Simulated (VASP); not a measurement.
# TiN: single point with PBEsol

Crystal: TiN.

```
Ti N
1.0
     0.00000    2.10194    2.10194
     2.10194    0.00000    2.10194
     2.10194    2.10194    0.00000
Ti N
1 1
Direct
  0.00000 0.00000 0.00000
  0.50000 0.50000 0.50000
```

- Program: VASP 6.6.1
- Task: single point
- Functional: PBEsol
- Potentials or basis: VASP PAW PBE potentials, release 64 (Ti_sv, N)
- Cutoff: 600 eV
- k mesh: 18 × 18 × 18
- Occupations: gaussian, width 0.1 eV
- Spin: no spin polarisation
- Dipole correction: no
- Further INCAR settings: ALGO = Normal; EDIFF = 1e-06; NBANDS = 16

- Pressure: 0.3 GPa
- Band gap on the k mesh: zero (an odd number of electrons rules out a gap without spin polarisation)

Levels at points of the mesh, in eV from the Fermi level:
| k point | band 7 | band 8 | band 9 | band 10 | band 11 | band 12 |
| --- | --- | --- | --- | --- | --- | --- |
| (0.00, 0.00, 0.00) | -2.05 | -2.05 | -0.65 | -0.65 | -0.65 | 0.60 |
| (0.50, 0.00, 0.00) | -5.63 | -5.63 | 1.78 | 1.78 | 2.49 | 6.00 |
| (0.50, 0.50, 0.00) | -3.25 | -3.25 | -3.23 | 1.72 | 2.52 | 2.52 |

Run time: 23 s on 1 thread of Intel(R) Xeon(R) 6975P-C (Granite Rapids) (shared host), peak memory 0.18 GiB.

Caveat: the PAW data sets were made with another functional, which shifts forces and pressure a little.
